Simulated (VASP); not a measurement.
# MnHg (Pm-3m) in VASP: further runs, part 3 of 3

VASP 6.6.1.

**6. Electric field gradients, PBE, collinear spin, ferromagnetic start (18.76 Å³/atom)**

This run uses another cell than the first one, of 18.76 Å³/atom.

File INCAR:

```
PREC = Accurate
ENCUT = 520
EDIFF = 1E-8
ISMEAR = -1
SIGMA = 0.08
LREAL = F
LASPH = T
NELM = 150
ALGO = Normal
ISIF = 2
LWAVE = F
LCHARG = F
ISPIN = 2
MAGMOM = 4 0
LORBIT = 11
LMAXMIX = 4
GGA = PE
LEFG = T
NBANDS = 24
```

File KPOINTS:

```
Automatic mesh
0
Gamma
  10 10 10
```

File POSCAR:

```
MnHg
1.0
    3.3478239169      0.0000000000      0.0000000000
    0.0000000000      3.3478239169      0.0000000000
    0.0000000000      0.0000000000      3.3478239169
Mn Hg
1 1
Direct
    0.5000000000      0.5000000000      0.5000000000
    0.0000000000      0.0000000000      0.0000000000
```

Potentials or basis: VASP PAW PBE potentials, release 64 (Mn_pv, Hg).

Command:

```bash
$ cat potpaw_PBE.64/Mn_pv/POTCAR potpaw_PBE.64/Hg/POTCAR > POTCAR
$ mpirun -np 1 vasp_std > vasp.out
```

OUTCAR:

```text
PREC = Accurate
   ENCUT = 520
   EDIFF = 1E-8
   ISMEAR = -1
   LREAL = F
   LASPH = T
   NELM = 150
   ISIF = 2
   ISPIN = 2
   LORBIT = 11
   GGA = PE

 ion  position               nearest neighbor table
   1  0.500  0.500  0.500-   2 2.90   2 2.90   2 2.90   2 2.90   2 2.90   2 2.90   2 2.90   2 2.90

   2  0.000  0.000  0.000-   1 2.90   1 2.90   1 2.90   1 2.90   1 2.90   1 2.90   1 2.90   1 2.90

  LATTYP: Found a simple cubic cell.
 ALAT       =     3.3478239169

  Lattice vectors:

 A1 = (   3.3478239169,   0.0000000000,   0.0000000000)
[... 1540 lines left out ...]
---------------------------------------------------------------------

 Electric field gradients after diagonalization (V/A^2)
 (convention: |V_zz| > |V_xx| > |V_yy|)
----------------------------------------------------------------------
 ion       V_xx      V_yy      V_zz     asymmetry (V_yy - V_xx)/ V_zz
----------------------------------------------------------------------
   1       0.000     0.000     0.000      -0.021
   2      -0.000    -0.000    -0.000      -0.274
----------------------------------------------------------------------

           NMR quadrupolar parameters

 Cq : quadrupolar parameter    Cq=e*Q*V_zz/h
 eta: asymmetry parameters     (V_yy - V_xx)/ V_zz
 Q  : nuclear electric quadrupole moment in mb (millibarn)
----------------------------------------------------------------------
 ion       Cq(MHz)       eta       Q (mb)
----------------------------------------------------------------------
   1       0.000      -0.021       1.000
   2      -0.000      -0.274       1.000
----------------------------------------------------------------------

 total charge

# of ion       s       p       d       tot
------------------------------------------
    1        0.248   6.164   4.966  11.377
    2        0.816   0.494   9.255  10.565
--------------------------------------------------
tot          1.063   6.657  14.221  21.942

 magnetization (x)

# of ion       s       p       d       tot
------------------------------------------
    1        0.029   0.016   3.821   3.866
    2       -0.039  -0.058   0.046  -0.052
--------------------------------------------------
tot         -0.010  -0.042   3.867   3.815
```

stdout:

```text
POSCAR found type information on POSCAR MnHg
 POSCAR found :  2 types and       2 ions
 scaLAPACK will be used
 LDA part: xc-table for (Slater+PW92), standard interpolation
 POSCAR, INCAR and KPOINTS ok, starting setup
 FFT: planning ... GRIDC
 FFT: planning ... GRID_SOFT
 FFT: planning ... GRID
 WAVECAR not read
 entering main loop
ion   1

ion   2
```

Run time: 93 s. Hardware: 1 thread of Intel Xeon Platinum 8488C (Sapphire Rapids), shared host; peak memory 0.23 GiB.

Results:

- Free energy: -8.5068 eV
- Pressure: -1.3 GPa
- Net moment: 3.96 μB per cell
- Site moments: Mn +3.87; Hg -0.05 μB
- Largest electric field gradient by atom: zero within the noise of the run
- Valence electrons inside the program's atomic spheres: Mn 11.38; Hg 10.56

Levels at points of the mesh, in eV from the Fermi level:
Spin up:
```tsv
k point	band 10	band 11	band 12	band 13	band 14	band 15	band 16	band 17	band 18	band 19
(0.00, 0.00, 0.00)	-2.98	-2.98	-2.15	-2.15	-2.15	4.77	4.77	4.77	8.15	10.88
(0.50, 0.00, 0.00)	-5.01	-3.30	-2.80	-2.80	-2.34	-1.67	9.79	9.79	10.24	10.84
(0.50, 0.50, 0.00)	-2.76	-2.17	-2.17	-2.11	-1.62	-1.62	0.44	2.65	11.61	11.61
(0.50, 0.50, 0.50)	-3.70	-3.70	-2.09	-2.09	0.29	3.99	3.99	3.99	4.26	4.65
```
Spin down:
```tsv
k point	band 7	band 8	band 9	band 10	band 11	band 12	band 13	band 14
(0.00, 0.00, 0.00)	-7.02	-7.02	-7.02	0.33	0.33	1.44	1.44	1.44
(0.50, 0.00, 0.00)	-7.36	-6.93	-4.99	-4.34	0.02	0.44	0.44	1.27
(0.50, 0.50, 0.00)	-7.42	-6.50	-3.50	-1.37	-1.37	0.47	1.27	1.27
(0.50, 0.50, 0.50)	-6.48	-6.48	-1.49	-1.49	-1.49	0.16	1.87	1.87
```

Caveat: spin-orbit coupling is left out, which moves the levels of the heavy elements.

**7. Electric field gradients, PBE, collinear spin, ferromagnetic start (19.31 Å³/atom)**

This run uses another cell than the first one, of 19.31 Å³/atom.

File INCAR:

```
SYSTEM = MnHg
  ALGO = Normal
  EDIFF = 1E-8
  ENCUT = 520
  GGA = PE
  ISIF = 2
  ISMEAR = -1
  ISPIN = 2
  LASPH = .TRUE.
  LCHARG = .FALSE.
  LEFG = .TRUE.
  LMAXMIX = 4
  LORBIT = 11
  LREAL = .FALSE.
  LWAVE = .FALSE.
  MAGMOM = 4 0
  NBANDS = 24
  NELM = 150
  PREC = Accurate
  SIGMA = 0.08
```

File KPOINTS:

```
k-points
0
G
  10 10 10
  0 0 0
```

File POSCAR:

```
MnHg
1.0
    3.3800165063      0.0000000000      0.0000000000
    0.0000000000      3.3800165063      0.0000000000
    0.0000000000      0.0000000000      3.3800165063
Mn Hg
1 1
Direct
    0.5000000000      0.5000000000      0.5000000000
    0.0000000000      0.0000000000      0.0000000000
```

Potentials or basis: VASP PAW PBE potentials, release 64 (Mn_pv, Hg).

Command:

```bash
$ cat potpaw_PBE.64/Mn_pv/POTCAR potpaw_PBE.64/Hg/POTCAR > POTCAR
$ mpirun -np 1 vasp_std > vasp.out
```

OUTCAR:

```text
SYSTEM = MnHg
   EDIFF = 1E-8
   ENCUT = 520
   GGA = PE
   ISIF = 2
   ISMEAR = -1
   ISPIN = 2
   LASPH = .TRUE.
   LORBIT = 11
   LREAL = .FALSE.
   NELM = 150
   PREC = Accurate

 ion  position               nearest neighbor table
   1  0.500  0.500  0.500-   2 2.93   2 2.93   2 2.93   2 2.93   2 2.93   2 2.93   2 2.93   2 2.93

   2  0.000  0.000  0.000-   1 2.93   1 2.93   1 2.93   1 2.93   1 2.93   1 2.93   1 2.93   1 2.93

  LATTYP: Found a simple cubic cell.
 ALAT       =     3.3800165063

  Lattice vectors:

 A1 = (   3.3800165063,   0.0000000000,   0.0000000000)
 A2 = (   0.0000000000,   3.3800165063,   0.0000000000)
 A3 = (   0.0000000000,   0.0000000000,   3.3800165063)

Analysis of symmetry for initial positions (statically):
=====================================================================
 Subroutine PRICEL returns:
 Original cell was already a primitive cell.

 Routine SETGRP: Setting up the symmetry group for a
 simple cubic supercell.

 Subroutine GETGRP returns: Found 48 space group operations
 (whereof 48 operations were pure point group operations)
 out of a pool of 48 trial point group operations.

The static configuration has the point symmetry O_h .

Analysis of symmetry for dynamics (positions and initial velocities):
=====================================================================
 Subroutine PRICEL returns:
 Original cell was already a primitive cell.

 Routine SETGRP: Setting up the symmetry group for a
 simple cubic supercell.

 Subroutine GETGRP returns: Found 48 space group operations
 (whereof 48 operations were pure point group operations)
 out of a pool of 48 trial point group operations.

[... 1478 lines left out ...]
  -------------------------------------------------------------------------------------
  Total       -0.7451563     -0.7451563     -0.7451563      0.0000000      0.0000000      0.0000000
  in kB      -30.9172947    -30.9172947    -30.9172947      0.0000000      0.0000000      0.0000000
  external PRESSURE =     -30.9172947 kB  Pullay stress =       0.0000000 kB

 VOLUME and BASIS-vectors are now :
 -----------------------------------------------------------------------------
  energy-cutoff  :      520.00
  volume of cell :       38.62
      direct lattice vectors                 reciprocal lattice vectors
     3.380016506  0.000000000  0.000000000     0.295856543  0.000000000  0.000000000
     0.000000000  3.380016506  0.000000000     0.000000000  0.295856543  0.000000000
     0.000000000  0.000000000  3.380016506     0.000000000  0.000000000  0.295856543

 POSITION                                       TOTAL-FORCE (eV/Angst)
 -----------------------------------------------------------------------------------
      1.69001      1.69001      1.69001         0.000000      0.000000      0.000000
      0.00000      0.00000      0.00000         0.000000      0.000000      0.000000
 -----------------------------------------------------------------------------------
    total drift:                                0.000000      0.000000      0.000000

  FREE ENERGIE OF THE ION-ELECTRON SYSTEM (eV)
  ---------------------------------------------------
  free  energy   TOTEN  =        -8.4920144113 eV

  energy  without entropy=       -8.4602073674  energy(sigma->0) =       -8.47611089

 Electric field gradients (V/A^2)
---------------------------------------------------------------------
 ion       V_xx      V_yy      V_zz      V_xy      V_xz      V_yz
---------------------------------------------------------------------
   1       0.000     0.000     0.000     0.000    -0.000    -0.000
   2       0.000     0.000    -0.000    -0.000     0.000    -0.000
---------------------------------------------------------------------

 Electric field gradients after diagonalization (V/A^2)
 (convention: |V_zz| > |V_xx| > |V_yy|)
----------------------------------------------------------------------
 ion       V_xx      V_yy      V_zz     asymmetry (V_yy - V_xx)/ V_zz
----------------------------------------------------------------------
   1       0.000     0.000     0.000      -0.071
   2       0.000    -0.000     0.000      -1.121
----------------------------------------------------------------------

           NMR quadrupolar parameters

 Cq : quadrupolar parameter    Cq=e*Q*V_zz/h
 eta: asymmetry parameters     (V_yy - V_xx)/ V_zz
 Q  : nuclear electric quadrupole moment in mb (millibarn)
----------------------------------------------------------------------
 ion       Cq(MHz)       eta       Q (mb)
----------------------------------------------------------------------
   1       0.000      -0.071       1.000
   2       0.000      -1.121       1.000
----------------------------------------------------------------------

 total charge

# of ion       s       p       d       tot
------------------------------------------
    1        0.245   6.155   4.954  11.353
    2        0.817   0.472   9.255  10.544
--------------------------------------------------
tot          1.062   6.627  14.208  21.897

 magnetization (x)

# of ion       s       p       d       tot
------------------------------------------
    1        0.031   0.016   3.867   3.914
    2       -0.035  -0.057   0.044  -0.048
--------------------------------------------------
tot         -0.004  -0.041   3.911   3.867
```

stdout:

```text
POSCAR found type information on POSCAR MnHg
 POSCAR found :  2 types and       2 ions
 scaLAPACK will be used
 LDA part: xc-table for (Slater+PW92), standard interpolation
 POSCAR, INCAR and KPOINTS ok, starting setup
 FFT: planning ... GRIDC
 FFT: planning ... GRID_SOFT
 FFT: planning ... GRID
 WAVECAR not read
 entering main loop
ion   1

ion   2
```

Run time: 92 s. Hardware: 1 thread of Intel Xeon Platinum 8488C (Sapphire Rapids), shared host; peak memory 0.23 GiB.

What came out:

```yaml
Free_energy: -8.4920 eV
Pressure: -3.1 GPa
Net_moment: 4.02 μB per cell
Site_moments: Mn +3.91; Hg -0.05 μB
Largest_electric_field_gradient_by_atom: zero within the noise of the run
Valence_electrons_inside_the_program's_atomic_spheres: Mn 11.35; Hg 10.54
```

Levels at points of the mesh, in eV from the Fermi level:
Spin up:
| k point | band 11 | band 12 | band 13 | band 14 | band 15 | band 16 | band 17 | band 18 |
| --- | --- | --- | --- | --- | --- | --- | --- | --- |
| (0.00, 0.00, 0.00) | -3.02 | -2.23 | -2.23 | -2.23 | 4.67 | 4.67 | 4.67 | 7.76 |
| (0.50, 0.00, 0.00) | -3.31 | -2.83 | -2.83 | -2.40 | -1.76 | 9.55 | 9.55 | 9.93 |
| (0.50, 0.50, 0.00) | -2.25 | -2.25 | -2.19 | -1.56 | -1.56 | 0.28 | 2.45 | 11.42 |
| (0.50, 0.50, 0.50) | -3.67 | -2.17 | -2.17 | 0.16 | 3.87 | 3.87 | 3.87 | 4.05 |
Spin down:
```tsv
k point	band 7	band 8	band 9	band 10	band 11	band 12	band 13	band 14
(0.00, 0.00, 0.00)	-6.97	-6.97	-6.97	0.35	0.35	1.41	1.41	1.41
(0.50, 0.00, 0.00)	-7.29	-6.88	-4.98	-4.23	0.07	0.46	0.46	1.25
(0.50, 0.50, 0.00)	-7.34	-6.48	-3.48	-1.31	-1.31	0.47	1.24	1.24
(0.50, 0.50, 0.50)	-6.45	-6.45	-1.41	-1.41	-1.41	0.03	1.84	1.84
```

Caveat: the cell stands under tension; spin-orbit coupling is left out, which moves the levels of the heavy elements.

**8. Overview**

| cell | gap on the mesh (eV) | pressure (GPa) | moment (μB) |
| --- | --- | --- | --- |
| a = 3.248 Å, 2 atoms | none | 6.5 | 3.77 |
| a = 3.282 Å, 2 atoms | none | 3.3 | 3.83 |
| a = 3.315 Å, 2 atoms | none | 0.8 | 3.90 |
| a = 3.348 Å, 2 atoms | none | -1.3 | 3.96 |
| a = 3.380 Å, 2 atoms | none | -3.1 | 4.02 |

Alike in all rows: task electric field gradients; level PBE; potentials or basis VASP PAW PBE potentials, release 64 (Mn_pv, Hg); spin collinear, ferromagnetic start; k mesh 10 × 10 × 10; cutoff (eV) 520; smearing fermi-dirac 0.08 eV.

Caveats: spin-orbit coupling is left out, which moves the levels of the heavy elements; the cell stands under pressure (at least some runs); the cell stands under tension (at least some runs).

Absolute energies hang on the potentials; compare differences alone.
